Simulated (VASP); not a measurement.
# Sr (Fm-3m) in VASP: relaxation of cell and atoms with PBE

Aim: the relaxation of cell and atoms of Sr with PBE.

Everything below comes from runs of VASP 6.6.1. Logs are shortened: lines on timing, memory, paths and dates and some standing lists are left out, and cuts for length are marked.

## (1) The cell of the first run

The structure is cubic, space group Fm-3m (No. 225). The conventional cell has a = 6.067 Å, b = 6.067 Å, c = 6.067 Å, α = 90.00°, β = 90.00°, γ = 90.00°. Within 5.6 Å of Sr (site symmetry m-3m) lie 12 Sr at 4.29 Å.

## (2) Relaxation of cell and atoms, PBE

Input file INCAR:

```
PREC = Accurate
ENCUT = 600
EDIFF = 1E-7
ISMEAR = 0
SIGMA = 0.1
LREAL = False
LASPH = True
NELM = 60
ALGO = Normal
ISIF = 3
LWAVE = False
LCHARG = False
GGA = PE
IBRION = 2
NSW = 100
EDIFFG = -0.002
```

Input file KPOINTS:

```
regular mesh
0
Gamma
  12 12 12
```

Input file POSCAR:

```
Sr
1.0
    0.0000000000      3.0336031300      3.0336031300
    3.0336031300      0.0000000000      3.0336031300
    3.0336031300      3.0336031300      0.0000000000
Sr
1
Direct
    0.0000000000      0.0000000000      0.0000000000
```

Potentials or basis: VASP PAW PBE potentials, release 64 (Sr_sv).

Started as:

```bash
> cat potpaw_PBE.64/Sr_sv/POTCAR > POTCAR
> mpirun -np 1 vasp_std > vasp.out
```

OUTCAR:

```text
PREC = Accurate
   ENCUT = 600
   EDIFF = 1E-7
   ISMEAR = 0
   LREAL = False
   LASPH = True
   NELM = 60
   ISIF = 3
   GGA = PE
   IBRION = 2
   NSW = 100
   EDIFFG = -0.002

 ion  position               nearest neighbor table
   1  0.000  0.000  0.000-

  LATTYP: Found a face centered cubic cell.
 ALAT       =     6.0672062600

  Lattice vectors:

 A1 = (   0.0000000000,   3.0336031300,   3.0336031300)
 A2 = (   3.0336031300,   0.0000000000,   3.0336031300)
 A3 = (   3.0336031300,   3.0336031300,   0.0000000000)

Analysis of symmetry for initial positions (statically):
=====================================================================
 Subroutine PRICEL returns:
 Original cell was already a primitive cell.

 Routine SETGRP: Setting up the symmetry group for a
 face centered cubic supercell.

 Subroutine GETGRP returns: Found 48 space group operations
 (whereof 48 operations were pure point group operations)
 out of a pool of 48 trial point group operations.

The static configuration has the point symmetry O_h .

Analysis of symmetry for dynamics (positions and initial velocities):
=====================================================================
 Subroutine PRICEL returns:
 Original cell was already a primitive cell.

 Routine SETGRP: Setting up the symmetry group for a
 face centered cubic supercell.

 Subroutine GETGRP returns: Found 48 space group operations
 (whereof 48 operations were pure point group operations)
 out of a pool of 48 trial point group operations.

The dynamic configuration has the point symmetry O_h .

 Subroutine INISYM returns: Found 48 space group operations
 (whereof 48 operations are pure point group operations),
 and found     1 'primitive' translations

----------------------------------------------------------------------------------------

                                     Primitive cell

  volume of cell :      55.8350

  direct lattice vectors                    reciprocal lattice vectors
     0.000000000  3.033603130  3.033603130    -0.164820505  0.164820505  0.164820505
     3.033603130  0.000000000  3.033603130     0.164820505 -0.164820505  0.164820505
     3.033603130  3.033603130  0.000000000     0.164820505  0.164820505 -0.164820505

  length of vectors
     4.290162689  4.290162689  4.290162689     0.285477489  0.285477489  0.285477489

  position of ions in fractional coordinates (direct lattice)
     0.000000000  0.000000000  0.000000000

  ion indices of the primitive-cell ions
   primitive index   ion index
                 1           1

----------------------------------------------------------------------------------------

 KPOINTS: regular mesh

Automatic generation of k-mesh.
 Grid dimensions read from file:
 generate k-points for:   12   12   12

 Generating k-lattice:

  Cartesian coordinates                     Fractional coordinates (reciprocal lattice)
    -0.013735042  0.013735042  0.013735042     0.083333333  0.000000000  0.000000000
     0.013735042 -0.013735042  0.013735042     0.000000000  0.083333333  0.000000000
     0.013735042  0.013735042 -0.013735042     0.000000000  0.000000000  0.083333333

  Length of vectors
     0.023789791  0.023789791  0.023789791

  Shift w.r.t. Gamma in fractional coordinates (k-lattice)
     0.000000000  0.000000000  0.000000000

 Subroutine IBZKPT returns following result:
 ===========================================

 Found     72 irreducible k-points:

 Following reciprocal coordinates:
            Coordinates               Weight
  0.000000  0.000000  0.000000      1.000000
  0.083333  0.000000  0.000000      8.000000
  0.166667  0.000000  0.000000      8.000000
  0.250000  0.000000  0.000000      8.000000
  0.333333  0.000000  0.000000      8.000000
  0.416667  0.000000  0.000000      8.000000
[... 16 lines left out ...]
  0.500000  0.166667  0.000000     24.000000
 -0.416667  0.166667  0.000000     24.000000
 [... further k-points ...]
   k-points           NKPTS =     72   k-points in BZ     NKDIM =     72   number of bands    NBANDS=      9
   number of dos      NEDOS =    301   number of ions     NIONS =      1
   total plane-waves  NPLWV =  46656
   dimension x,y,z NGX =    36 NGY =   36 NGZ =   36
   dimension x,y,z NGXF=    72 NGYF=   72 NGZF=   72
   ions per type =               1
   NGX,Y,Z   is equivalent  to a cutoff of  13.95, 13.95, 13.95 a.u.
   NGXF,Y,Z  is equivalent  to a cutoff of  27.90, 27.90, 27.90 a.u.
 SYSTEM =  unknown system
   PREC   = accura    normal or accurate (medium, high low for compatibility)
   ISTART =      0    job   : 0-new  1-cont  2-samecut
   ICHARG =      2    charge: 1-file 2-atom 10-const
   ISPIN  =      1    spin polarized calculation?
   LNONCOLLINEAR =      F non collinear calculations
   LSORBIT =      F    spin-orbit coupling
   LASPH  =      T    aspherical Exc in radial PAW
   ENCUT  =  600.0 eV  44.10 Ry    6.64 a.u.   8.57  8.57  8.57*2*pi/ulx,y,z
   NELM   =     60;   NELMIN=  2; NELMDL= -5     # of ELM steps
   EDIFF  = 0.1E-06   stopping-criterion for ELM
   LREAL  =      F    real-space projection
   EDIFFG = -.2E-02   stopping-criterion for IOM
   NSW    =    100    number of steps for IOM
   IBRION =      2    ionic relax: 0-MD 1-quasi-New 2-CG
   NFREE  =      1    steps in history (QN), initial steepest desc. (CG)
   ISIF   =      3    stress and relaxation
   ISYM   =      2    0-nonsym 1-usesym 2-fastsym
   POTIM  = 0.5000    time-step for ionic-motion
   TEBEG  =    0.0;   TEEND  =   0.0 temperature during run
   PSTRESS=    0.0 pullay stress
   NELECT =      10.0000    total number of electrons
   NUPDOWN=      -1.0000    fix difference up-down
   EMIN   =  10.00;   EMAX   =-10.00  energy-range for DOS
   EFERMI =   0.00;   METHOD = LEGACY
   ISMEAR =     0;   SIGMA  =   0.10  broadening in eV -4-tet -1-fermi 0-gaus
   EFERMI_NEDOS =   21; number of points for ismear=-14 and -15
   IALGO  =     38    algorithm
   IMIX   =      4    mixing-type and parameters
     AMIX     =   0.40;   BMIX     =  1.00
     AMIX_MAG =   1.60;   BMIX_MAG =  1.00
  volume/ion in A,a.u.               =      55.83       376.79
  Fermi-wavevector in a.u.,A,eV,Ry     =   0.922797  1.743833 11.586094  0.851554
  Thomas-Fermi vector in A             =   2.048363
   LORBIT       =      0    0 simple, 1 ext, 2 COOP (PROOUT), +10 PAW based schemes
   GGA     = PE    functional components
   LHFCALC =     F    Hartree Fock is set to
   AEXX    =    0.0000 exact exchange contribution
   IVDW    =     0    specifies the selected vdW correction
   LEPSILON=     F    determine dielectric tensor
   LRPA    =     F    only Hartree local field effects (RPA)
 conjugate gradient relaxation of ions
 non-spin polarized calculation
 Gauss-broadening in eV      SIGMA  =   0.10
  energy-cutoff  :      600.00
  volume of cell :       55.83
 maximum number of plane-waves:      1892
 NGX is ok and might be reduce to    36
   NGX = 17   NGY = 17   NGZ = 17

--------------------------------------- Ionic step        1  -------------------------------------------

 number of electron      10.0000000 magnetization

 Free energy of the ion-electron system (eV)
  ---------------------------------------------------
  ext. energy  EPLUGINS =         0.00000000
  ---------------------------------------------------
  free energy    TOTEN  =        -1.63941309 eV

  energy without entropy =       -1.63144768  energy(sigma->0) =       -1.63543039

------------------------ aborting loop because EDIFF is reached ----------------------------------------

  FORCE on cell =-STRESS in cart. coord.  units (eV):
  Direction    XX          YY          ZZ          XY          YZ          ZX
  --------------------------------------------------------------------------------------
  -------------------------------------------------------------------------------------
  Total       -0.0738296     -0.0738296     -0.0738296      0.0000000      0.0000000      0.0000000
  in kB       -2.1185314     -2.1185314     -2.1185314      0.0000000      0.0000000      0.0000000
  external PRESSURE =      -2.1185314 kB  Pullay stress =       0.0000000 kB
[... 55 lines left out ...]
  energy  without entropy=       -1.6322960965  energy(sigma->0) =       -1.63614058

--------------------------------------- Ionic step        3  -------------------------------------------

 number of electron      10.0000000 magnetization

 Free energy of the ion-electron system (eV)
  ---------------------------------------------------
  ext. energy  EPLUGINS =         0.00000000
  ---------------------------------------------------
  free energy    TOTEN  =        -1.64012177 eV

  energy without entropy =       -1.63264839  energy(sigma->0) =       -1.63638508

 E-fermi :   1.5950     XC(G=0):  -7.3601

 val. band max:        1.5868084919   @ k =  -0.3333   0.3333   0.1667
 cond. band min:       1.6041119189   @ k =  -0.4167   0.2500   0.0000
 fundamental gap:      0.0173034270
 Fermi energy:         1.5950054450

 k-point     1 :       0.0000    0.0000    0.0000
  band No.  band energies     occupation
      1     -35.0158      2.00000
      2     -16.9032      2.00000
      3     -16.9032      2.00000
      4     -16.9032      2.00000
      5      -2.0546      2.00000
      6       3.9433      0.00000
      7       3.9433      0.00000
      8       3.9433      0.00000
      9       5.4146      0.00000
[... 265 lines left out ...]
 k-point    24 :      -0.4167    0.1667    0.0000
  band No.  band energies     occupation
      1     -35.0003      2.00000
      2     -17.0826      2.00000
      3     -16.9661      2.00000
      4     -16.9376      2.00000
      5       0.8275      2.00000
      6       1.6871      0.19284
      7       3.1903      0.00000
      8       4.1083      0.00000
      9       6.1571      0.00000

 [... further k-points ...]

------------------------ aborting loop because EDIFF is reached ----------------------------------------

  FORCE on cell =-STRESS in cart. coord.  units (eV):
  Direction    XX          YY          ZZ          XY          YZ          ZX
  --------------------------------------------------------------------------------------
  -------------------------------------------------------------------------------------
  Total       -0.0016250     -0.0016250     -0.0016250      0.0000000      0.0000000      0.0000000
  in kB       -0.0475073     -0.0475073     -0.0475073      0.0000000      0.0000000      0.0000000
  external PRESSURE =      -0.0475073 kB  Pullay stress =       0.0000000 kB
[... 16 lines left out ...]
  FREE ENERGIE OF THE ION-ELECTRON SYSTEM (eV)
  ---------------------------------------------------
  free  energy   TOTEN  =        -1.6401217684 eV

  energy  without entropy=       -1.6326483939  energy(sigma->0) =       -1.63638508

 reached required accuracy - stopping structural energy minimisation
```

Run time: 67 s. Hardware: 1 thread of AMD EPYC 9R45 (Zen 5), shared host; peak memory 0.2 GiB.

What came out:

```yaml
Free_energy: -1.6401 eV
Relaxed_volume: 54.80 Å³/atom
Relaxed_cell: a = 4.264 Å, b = 4.264 Å, c = 4.264 Å, α = 60.00°, β = 60.00°, γ = 60.00°
Space_group_after_relaxing_to_0.1_Å: Fm-3m (No. 225)
Energy_gained_by_relaxing: 0.7 meV/atom
Ionic_steps: 3
Pressure_after_relaxing: 0.0 GPa
Band_gap_on_the_k_mesh: zero (bands 5 and 6 overlap by 0.06 eV)
```

Step by step:
```
step  energy change (eV)  largest force (eV/Å)  pressure (GPa)  volume (Å³)
   1              0.0000                0.0000           -0.21        55.83
   2             -0.0006                0.0000           -0.09        55.24
   3             -0.0007                0.0000            0.00        54.80
```

Final structure:
```
Sr
1.0
     0.00000    3.01482    3.01482
     3.01482    0.00000    3.01482
     3.01482    3.01482    0.00000
Sr
1
Direct
  0.00000 0.00000 0.00000
```

Levels at points of the mesh, in eV from the Fermi level:
| k point | band 3 | band 4 | band 5 | band 6 | band 7 | band 8 |
| --- | --- | --- | --- | --- | --- | --- |
| (0.00, 0.00, 0.00) | -18.50 | -18.50 | -3.65 | 2.35 | 2.35 | 2.35 |
| (0.50, 0.00, 0.00) | -18.53 | -18.53 | -1.12 | 0.07 | 2.19 | 2.19 |
| (0.50, 0.50, 0.00) | -18.57 | -18.57 | -0.64 | 0.34 | 1.06 | 4.87 |
